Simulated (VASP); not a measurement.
# Os (P6_3/mmc) in VASP: a series of runs

Os is run at these levels: PBEsol; tasks: single point.

Program: VASP 6.6.1. These are calculated values, not measurements. Logs are shortened: lines on timing, memory, paths and dates and some standing lists are left out, and cuts for length are marked.

### Step 1. The cell of the first run

It takes space group P6_3/mmc (No. 194, hexagonal). The conventional cell has a = 2.716 Å, b = 2.716 Å, c = 4.291 Å, α = 90.00°, β = 90.00°, γ = 120.00°. Within 3.5 Å of Os (site symmetry -6m2) lie 12 Os at 2.66 to 2.72 Å.

### Step 2. Single point, PBEsol (volume scaled by 0.98)

Contents of INCAR:

```
PREC = Accurate
ENCUT = 520
EDIFF = 1E-6
ISMEAR = -1
SIGMA = 0.05
LREAL = False
LASPH = True
NELM = 100
ALGO = Normal
ISIF = 2
LWAVE = False
LCHARG = False
GGA = PS
NBANDS = 15
```

Contents of KPOINTS:

```
regular mesh
0
Gamma
  15 15 9
```

Contents of POSCAR:

```
Os
1.0
    2.7157497583      0.0000000000      0.0000000000
   -1.3578748792      2.3519082811      0.0000000000
    0.0000000000      0.0000000000      4.2907078513
Os
2
Direct
    0.3333333333      0.6666666667      0.2500000000
    0.6666666667      0.3333333333      0.7500000000
```

Potentials or basis: VASP PAW PBE potentials, release 64 (Os).

Started as:

```sh
> cat potpaw_PBE.64/Os/POTCAR > POTCAR
> mpirun -np 1 vasp_std > vasp.out
```

OUTCAR:

```text
PREC = Accurate
   ENCUT = 520
   EDIFF = 1E-6
   ISMEAR = -1
   LREAL = False
   LASPH = True
   NELM = 100
   ISIF = 2
   GGA = PS

 ion  position               nearest neighbor table
   1  0.333  0.667  0.250-   2 2.66   2 2.66   2 2.66   2 2.66   2 2.66   2 2.66
   2  0.667  0.333  0.750-   1 2.66   1 2.66   1 2.66   1 2.66   1 2.66   1 2.66

  LATTYP: Found a hexagonal cell.
 ALAT       =     2.7157497583
 C/A-ratio  =     1.5799349105

  Lattice vectors:

 A1 = (   2.7157497583,   0.0000000000,   0.0000000000)
 A2 = (  -1.3578748792,   2.3519082811,   0.0000000000)
 A3 = (   0.0000000000,   0.0000000000,   4.2907078513)

Analysis of symmetry for initial positions (statically):
=====================================================================
 Subroutine PRICEL returns:
 Original cell was already a primitive cell.

 Routine SETGRP: Setting up the symmetry group for a
 hexagonal supercell.

 Subroutine GETGRP returns: Found 24 space group operations
 (whereof 12 operations were pure point group operations)
 out of a pool of 24 trial point group operations.

The static configuration has the point symmetry D_3d.
 The point group associated with its full space group is D_6h.

Analysis of symmetry for dynamics (positions and initial velocities):
=====================================================================
 Subroutine PRICEL returns:
 Original cell was already a primitive cell.

 Routine SETGRP: Setting up the symmetry group for a
 hexagonal supercell.

 Subroutine GETGRP returns: Found 24 space group operations
 (whereof 12 operations were pure point group operations)
 out of a pool of 24 trial point group operations.

The dynamic configuration has the point symmetry D_3d.
 The point group associated with its full space group is D_6h.

 Subroutine INISYM returns: Found 24 space group operations
 (whereof 12 operations are pure point group operations),
 and found     1 'primitive' translations

----------------------------------------------------------------------------------------

                                     Primitive cell

  volume of cell :      27.4056

  direct lattice vectors                    reciprocal lattice vectors
     2.715749758  0.000000000  0.000000000     0.368222439  0.212593324  0.000000000
    -1.357874879  2.351908281  0.000000000     0.000000000  0.425186649  0.000000000
     0.000000000  0.000000000  4.290707851     0.000000000  0.000000000  0.233061778

[... 86 lines left out ...]
   NSW    =      0    number of steps for IOM
   IBRION =     -1    ionic relax: 0-MD 1-quasi-New 2-CG
   NFREE  =      0    steps in history (QN), initial steepest desc. (CG)
   ISIF   =      2    stress and relaxation
   ISYM   =      2    0-nonsym 1-usesym 2-fastsym
   POTIM  = 0.5000    time-step for ionic-motion
   TEBEG  =    0.0;   TEEND  =   0.0 temperature during run
   PSTRESS=    0.0 pullay stress
   NELECT =      16.0000    total number of electrons
   NUPDOWN=      -1.0000    fix difference up-down
   EMIN   =  10.00;   EMAX   =-10.00  energy-range for DOS
   EFERMI =   0.00;   METHOD = LEGACY
   ISMEAR =    -1;   SIGMA  =   0.05  broadening in eV -4-tet -1-fermi 0-gaus
   EFERMI_NEDOS =   21; number of points for ismear=-14 and -15
   IALGO  =     38    algorithm
   IMIX   =      4    mixing-type and parameters
     AMIX     =   0.40;   BMIX     =  1.00
     AMIX_MAG =   1.60;   BMIX_MAG =  1.00
  volume/ion in A,a.u.               =      13.70        92.47
  Fermi-wavevector in a.u.,A,eV,Ry     =   1.368259  2.585636 25.471930  1.872134
  Thomas-Fermi vector in A             =   2.494239
   LORBIT       =      0    0 simple, 1 ext, 2 COOP (PROOUT), +10 PAW based schemes
   GGA     = PS    functional components
   LHFCALC =     F    Hartree Fock is set to
   AEXX    =    0.0000 exact exchange contribution
   IVDW    =     0    specifies the selected vdW correction
   LEPSILON=     F    determine dielectric tensor
   LRPA    =     F    only Hartree local field effects (RPA)
 non-spin polarized calculation
  energy-cutoff  :      520.00
  volume of cell :       27.41
 maximum number of plane-waves:       756
   NGX = 11   NGY = 11   NGZ = 15

 number of electron      15.9999998 magnetization

 Free energy of the ion-electron system (eV)
  ---------------------------------------------------
  ext. energy  EPLUGINS =         0.00000000
  ---------------------------------------------------
  free energy    TOTEN  =       -24.48588138 eV

  energy without entropy =      -24.47792229  energy(sigma->0) =      -24.48190184

 E-fermi :   9.6152     XC(G=0): -14.2716

 val. band max:        9.5837853779   @ k =   0.0667   0.0667   0.3333
 cond. band min:       9.6206821804   @ k =   0.1333   0.0000   0.3333
 fundamental gap:      0.0368968025
 Fermi energy:         9.6151517981

 k-point     1 :       0.0000    0.0000    0.0000
  band No.  band energies     occupation
      1      -1.5610      2.00000
      2       1.5976      2.00000
      3       6.4580      2.00000
      4       6.4580      2.00000
      5       6.7242      2.00000
      6       7.3335      2.00000
      7       7.3335      2.00000
      8       8.0129      2.00000
      9       8.0129      2.00000
     10       9.6225      0.92632
     11      11.3719      0.00000
     12      11.3719      0.00000
     13      18.9156      0.00000
     14      23.6504      0.00000
[... 401 lines left out ...]
      2       3.3189      2.00000
      3       3.3829      2.00000
      4       5.5234      2.00000
      5       5.8201      2.00000
      6       6.5973      2.00000
      7       7.9296      2.00000
      8      11.1060      0.00000
      9      11.7353      0.00000
     10      11.9506      0.00000
     11      14.8266      0.00000
     12      15.5003      0.00000
     13      18.0185      0.00000
     14      21.1669      0.00000
     15      23.7738      0.00000

 [... further k-points ...]
[... 5 lines left out ...]
  --------------------------------------------------------------------------------------
  -------------------------------------------------------------------------------------
  Total        1.0954609      1.0954609      1.2692894     -0.0000000     -0.0000000      0.0000000
  in kB       64.0425161     64.0425161     74.2048251     -0.0000000     -0.0000000      0.0000000
  external PRESSURE =      67.4299525 kB  Pullay stress =       0.0000000 kB

 VOLUME and BASIS-vectors are now :
 -----------------------------------------------------------------------------
  energy-cutoff  :      520.00
  volume of cell :       27.41
      direct lattice vectors                 reciprocal lattice vectors
     2.715749758  0.000000000  0.000000000     0.368222439  0.212593324  0.000000000
    -1.357874879  2.351908281  0.000000000     0.000000000  0.425186649  0.000000000
     0.000000000  0.000000000  4.290707851     0.000000000  0.000000000  0.233061778

 POSITION                                       TOTAL-FORCE (eV/Angst)
 -----------------------------------------------------------------------------------
     -0.00000      1.56794      1.07268        -0.000000      0.000000      0.000000
      1.35787      0.78397      3.21803         0.000000     -0.000000      0.000000
 -----------------------------------------------------------------------------------
    total drift:                               -0.000000      0.000000     -0.000000

  FREE ENERGIE OF THE ION-ELECTRON SYSTEM (eV)
  ---------------------------------------------------
  free  energy   TOTEN  =       -24.4858813792 eV

  energy  without entropy=      -24.4779222926  energy(sigma->0) =      -24.48190184
```

Run time: 30 s. Hardware: 1 thread of AMD EPYC 9R45 (Zen 5), shared host; peak memory 0.14 GiB.

What came out:

| Item | Value |
| --- | --- |
| Free energy | -24.4859 eV |
| Pressure | 6.7 GPa |
| Band gap on the k mesh | zero (band 8 reaches 11.78 eV, above the bottom of band 9 at 7.82 eV) |

Stress tensor (GPa, compression positive):
```
6.40 0.00 0.00
0.00 6.40 0.00
0.00 0.00 7.42
```

Levels at points of the mesh, in eV from the Fermi level:
```csv
k point,band 6,band 7,band 8,band 9,band 10,band 11
"(0.00, 0.00, 0.00)",-2.28,-2.28,-1.60,-1.60,0.01,1.76
```

Caveat: the PAW data sets were made with another functional, which shifts forces and pressure a little; spin-orbit coupling is left out, which moves the levels of the heavy elements.

(Continued in part 2 of 2.)
